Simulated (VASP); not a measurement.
# ZrO2 (Fm-3m) in VASP: elastic constants with PBE+D3(BJ)

Aim: the elastic constants of ZrO2 with PBE+D3(BJ).

All numbers are computed with VASP 6.6.1; they aren't measurements. Logs are shortened: lines on timing, memory, paths and dates and some standing lists are left out, and cuts for length are marked.

### 1 The cell of the first run

The structure is cubic, space group Fm-3m (No. 225). Conventional cell: a = 5.088 Å, b = 5.088 Å, c = 5.088 Å, α = 90.00°, β = 90.00°, γ = 90.00°. Zr (site symmetry m-3m) has 8 O at 2.20 Å within 2.9 Å. O (site symmetry -43m) has 4 Zr at 2.20 Å and 6 O at 2.54 Å within 2.9 Å.

### 2 Elastic constants, PBE+D3(BJ)

The input, INCAR:

```
ALGO = Normal
EDIFF = 1E-8
ENCUT = 600
GGA = PE
GGA_COMPAT = False
IBRION = 6
ISIF = 3
ISMEAR = 0
IVDW = 12
LASPH = True
LCHARG = True
LREAL = False
LWAVE = False
NBANDS = 19
NELM = 120
NFREE = 2
NSW = 1
POTIM = 0.015
PREC = Accurate
SIGMA = 0.01
```

The input, KPOINTS:

```
k-points
0
Gamma
  8 8 8
```

The input, POSCAR:

```
ZrO2
1.0
    0.0000000000      2.5437767819      2.5437767819
    2.5437767819      0.0000000000      2.5437767819
    2.5437767819      2.5437767819      0.0000000000
Zr O
1 2
Direct
    0.5000000000      0.5000000000      0.5000000000
    0.7500000000      0.7500000000      0.7500000000
    0.2500000000      0.2500000000      0.2500000000
```

Potentials or basis: VASP PAW PBE potentials, release 64 (Zr_sv, O).

Started as:

```
$ cat potpaw_PBE.64/Zr_sv/POTCAR potpaw_PBE.64/O/POTCAR > POTCAR
$ mpirun -np 1 vasp_std > vasp.out
```

OUTCAR:

```text
EDIFF = 1E-8
   ENCUT = 600
   GGA = PE
   IBRION = 6
   ISIF = 3
   ISMEAR = 0
   IVDW = 12
   LASPH = True
   LREAL = False
   NELM = 120
   NFREE = 2
   NSW = 1
   POTIM = 0.015
   PREC = Accurate
 IVDW          = 12

 ion  position               nearest neighbor table
   1  0.500  0.500  0.500-   3 2.20   3 2.20   3 2.20   2 2.20   3 2.20   2 2.20   2 2.20   2 2.20

   2  0.750  0.750  0.750-   1 2.20   1 2.20   1 2.20   1 2.20
   3  0.250  0.250  0.250-   1 2.20   1 2.20   1 2.20   1 2.20

  LATTYP: Found a face centered cubic cell.
 ALAT       =     5.0875535638

  Lattice vectors:

 A1 = (   0.0000000000,   2.5437767819,   2.5437767819)
 A2 = (   2.5437767819,   0.0000000000,   2.5437767819)
 A3 = (   2.5437767819,   2.5437767819,   0.0000000000)

Analysis of symmetry for initial positions (statically):
=====================================================================
 Subroutine PRICEL returns:
 Original cell was already a primitive cell.

 Routine SETGRP: Setting up the symmetry group for a
 face centered cubic supercell.

 Subroutine GETGRP returns: Found 48 space group operations
[... 9 lines left out ...]

 Routine SETGRP: Setting up the symmetry group for a
 face centered cubic supercell.

 Subroutine GETGRP returns: Found 48 space group operations
[... 11 lines left out ...]
                                     Primitive cell

  volume of cell :      32.9205

  direct lattice vectors                    reciprocal lattice vectors
     0.000000000  2.543776782  2.543776782    -0.196558127  0.196558127  0.196558127
     2.543776782  0.000000000  2.543776782     0.196558127 -0.196558127  0.196558127
     2.543776782  2.543776782  0.000000000     0.196558127  0.196558127 -0.196558127

  length of vectors
     3.597443625  3.597443625  3.597443625     0.340448663  0.340448663  0.340448663

  position of ions in fractional coordinates (direct lattice)
     0.500000000  0.500000000  0.500000000
     0.750000000  0.750000000  0.750000000
     0.250000000  0.250000000  0.250000000

  ion indices of the primitive-cell ions
   primitive index   ion index
                 1           1
                 2           2
                 3           3

----------------------------------------------------------------------------------------

 KPOINTS: k-points

Automatic generation of k-mesh.
 Grid dimensions read from file:
 generate k-points for:    8    8    8

 Generating k-lattice:

  Cartesian coordinates                     Fractional coordinates (reciprocal lattice)
    -0.024569766  0.024569766  0.024569766     0.125000000  0.000000000  0.000000000
     0.024569766 -0.024569766  0.024569766     0.000000000  0.125000000  0.000000000
     0.024569766  0.024569766 -0.024569766     0.000000000  0.000000000  0.125000000

  Length of vectors
     0.042556083  0.042556083  0.042556083

  Shift w.r.t. Gamma in fractional coordinates (k-lattice)
     0.000000000  0.000000000  0.000000000

 Subroutine IBZKPT returns following result:
 ===========================================

 Found     29 irreducible k-points:

 Following reciprocal coordinates:
            Coordinates               Weight
  0.000000  0.000000  0.000000      1.000000
  0.125000  0.000000  0.000000      8.000000
  0.250000  0.000000  0.000000      8.000000
  0.375000  0.000000  0.000000      8.000000
  0.500000  0.000000  0.000000      4.000000
  0.125000  0.125000  0.000000      6.000000
[... 16 lines left out ...]
  0.500000  0.250000  0.125000     48.000000
 -0.375000  0.250000  0.125000     24.000000
 [... further k-points ...]
   k-points           NKPTS =     29   k-points in BZ     NKDIM =     29   number of bands    NBANDS=     19
   number of dos      NEDOS =    301   number of ions     NIONS =      3
[... 38 lines left out ...]
  Fermi-wavevector in a.u.,A,eV,Ry     =   1.473408  2.784337 29.537296  2.170930
  Thomas-Fermi vector in A             =   2.588304
   LORBIT       =      0    0 simple, 1 ext, 2 COOP (PROOUT), +10 PAW based schemes
   GGA     = PE    functional components
   LHFCALC =     F    Hartree Fock is set to
   AEXX    =    0.0000 exact exchange contribution
   IVDW    =    12    specifies the selected vdW correction
   LEPSILON=     F    determine dielectric tensor
   LRPA    =     F    only Hartree local field effects (RPA)
 finite differences with symmetry
 non-spin polarized calculation
 Gauss-broadening in eV      SIGMA  =   0.01
  energy-cutoff  :      600.00
  volume of cell :       32.92
 maximum number of plane-waves:      1121
 NGX is ok and might be reduce to    30
   NGX = 15   NGY = 15   NGZ = 15

--------------------------------------- Ionic step        1  -------------------------------------------

 number of electron      23.9999995 magnetization

 Free energy of the ion-electron system (eV)
  ---------------------------------------------------
  ext. energy  EPLUGINS =         0.00000000
  ---------------------------------------------------
  free energy    TOTEN  =       -28.56450967 eV

  energy without entropy =      -28.56450967  energy(sigma->0) =      -28.56450967

------------------------ aborting loop because EDIFF is reached ----------------------------------------

 Edisp (eV)   -0.80223

 E8    (eV) :    -0.3429
[... 108 lines left out ...]
  FREE ENERGIE OF THE ION-ELECTRON SYSTEM (eV)
  ---------------------------------------------------
  free  energy   TOTEN  =       -29.3538134213 eV

  energy  without entropy=      -29.3538134213  energy(sigma->0) =      -29.35381342

[... ionic steps 4 to 14 ...]

--------------------------------------- Ionic step       15  -------------------------------------------

 number of electron      23.9999996 magnetization

------------------------ aborting loop because EDIFF is reached ----------------------------------------
[... 77 lines left out ...]
--------------------------------------- Ionic step       17  -------------------------------------------

 number of electron      23.9999996 magnetization

 Free energy of the ion-electron system (eV)
  ---------------------------------------------------
  ext. energy  EPLUGINS =         0.00000000
  ---------------------------------------------------
  free energy    TOTEN  =       -28.56331608 eV

  energy without entropy =      -28.56331608  energy(sigma->0) =      -28.56331608

 E-fermi :   7.4489     XC(G=0): -11.7902

 val. band max:        7.2380732657   @ k =   0.0000   0.5000   0.5000
 cond. band min:      10.5959888504   @ k =   0.0000   0.0000   0.0000
 fundamental gap:      3.3579155848
 Fermi energy:         7.4489357820

 k-point     1 :       0.0000    0.0000    0.0000
  band No.  band energies     occupation
      1     -40.8427      2.00000
      2     -18.6636      2.00000
      3     -18.6633      2.00000
      4     -18.6630      2.00000
      5     -10.9650      2.00000
      6      -8.4028      2.00000
[... 505 lines left out ...]
      6      -8.9918      2.00000
[... 11 lines left out ...]
     18      17.9037      0.00000
     19      21.8290      0.00000

 [... further k-points ...]

------------------------ aborting loop because EDIFF is reached ----------------------------------------

 Edisp (eV)   -0.80223

 E8    (eV) :    -0.3429
[... 26 lines left out ...]
  FREE ENERGIE OF THE ION-ELECTRON SYSTEM (eV)
  ---------------------------------------------------
  free  energy   TOTEN  =       -29.3655453285 eV

  energy  without entropy=      -29.3655453285  energy(sigma->0) =      -29.36554533

 INTERNAL STRAIN TENSORS FROM STRAINED CELLS
 ============================================

 INTERNAL STRAIN TENSOR FOR ION    1 for displacements in x,y,z  (eV/Angst):
          X           Y           Z          XY          YZ          ZX
  --------------------------------------------------------------------------------
  x    -0.00000    -0.00000     0.00000     0.00000    -0.00000     0.00000
  y     0.00000     0.00000    -0.00000     0.00000     0.00000     0.00000
  z    -0.00000    -0.00000     0.00000     0.00000    -0.00000     0.00000

 INTERNAL STRAIN TENSORS FROM DISPLACED ATOMS
 ============================================

 INTERNAL STRAIN TENSOR FOR ION    1 for displacements in x,y,z  (eV/Angst):
          X           Y           Z          XY          YZ          ZX
  --------------------------------------------------------------------------------
  x     0.00000     0.00000     0.00000     0.00000     0.00000     0.00000
  y     0.00000     0.00000     0.00000     0.00000     0.00000     0.00000
  z     0.00000     0.00000     0.00000     0.00000     0.00000     0.00000

 INTERNAL STRAIN TENSOR FOR ION    3 for displacements in x,y,z  (eV/Angst):
          X           Y           Z          XY          YZ          ZX
  --------------------------------------------------------------------------------
  x     0.00000     0.00000     0.00000     0.00000     7.02477     0.00000
  y    -0.00000    -0.00000    -0.00000     0.00000     0.00000     7.02477
  z     0.00000     0.00000     0.00000     7.02477     0.00000     0.00000

 Eigenvectors and eigenvalues of the dynamical matrix
 ----------------------------------------------------

   1 f  =   16.905805 THz   106.222306 2PiTHz  563.916957 cm-1    69.916760 meV
             X         Y         Z           dx          dy          dz
      2.543777  2.543777  2.543777    -0.000000    0.000000    0.000000
      3.815665  3.815665  3.815665     0.048769    0.705423   -0.000000
      1.271888  1.271888  1.271888    -0.048769   -0.705423    0.000000
[... 43 lines left out ...]
   9 f/i=    0.005786 THz     0.036357 2PiTHz    0.193016 cm-1     0.023931 meV
             X         Y         Z           dx          dy          dz
      2.543777  2.543777  2.543777    -0.047330    0.052703    0.857081
      3.815665  3.815665  3.815665    -0.019858    0.022112    0.359603
      1.271888  1.271888  1.271888    -0.019858    0.022112    0.359603

--------------------------------------------------------------------------------------------------------

 ELASTIC MODULI CONTR FROM IONIC RELAXATION (kBar)
 Direction    XX          YY          ZZ          XY          YZ          ZX
 --------------------------------------------------------------------------------
 XX          -0.0000     -0.0000     -0.0000      0.0000     -0.0000      0.0000
 YY          -0.0000     -0.0000     -0.0000      0.0000     -0.0000      0.0000
 ZZ          -0.0000     -0.0000     -0.0000     -0.0000     -0.0000      0.0000
 XY           0.0000      0.0000     -0.0000   -256.7129      0.0000     -0.0000
 YZ          -0.0000     -0.0000     -0.0000      0.0000   -256.7129      0.0000
 ZX           0.0000      0.0000      0.0000     -0.0000      0.0000   -256.7129
 --------------------------------------------------------------------------------

 TOTAL ELASTIC MODULI (kBar)
 Direction    XX          YY          ZZ          XY          YZ          ZX
 --------------------------------------------------------------------------------
 XX        5353.3582    993.5732    993.5732     -0.0000     -0.0000     -0.0000
 YY         993.5732   5353.3582    993.5732     -0.0000     -0.0000      0.0000
 ZZ         993.5732    993.5732   5353.3582     -0.0000      0.0000      0.0000
 XY          -0.0000     -0.0000     -0.0000    653.3647      0.0000     -0.0000
 YZ          -0.0000     -0.0000      0.0000      0.0000    653.3647      0.0000
 ZX          -0.0000      0.0000      0.0000     -0.0000      0.0000    653.3647
 --------------------------------------------------------------------------------
```

It took 7.1 min on 1 thread of Intel Xeon 6975P-C (Granite Rapids), shared host; peak memory 0.36 GiB.

What came out:

- Elastic constants C11, C12, C44: 535, 99, 65 GPa
- Voigt bulk modulus: 245 GPa
- Highest phonon frequency at Γ, LO-TO splitting left out: 564 cm⁻¹
- Dispersion energy per atom: -0.267 eV

Phonon frequencies in cm⁻¹ (negative: imaginary):
```tsv
q point	frequencies
(0.000, 0.000, 0.000)	0 0 0 240 240 240 564 564 564
```

Elastic tensor in Voigt notation (GPa, in the Cartesian axes of the cell as first typed):
```
535  99  99   0   0   0
 99 535  99   0   0   0
 99  99 535   0   0   0
  0   0   0  65   0   0
  0   0   0   0  65   0
  0   0   0   0   0  65
```

Clamped-ion elastic tensor (GPa):
```
535  99  99   0   0   0
 99 535  99   0   0   0
 99  99 535   0   0   0
  0   0   0  91   0   0
  0   0   0   0  91   0
  0   0   0   0   0  91
```
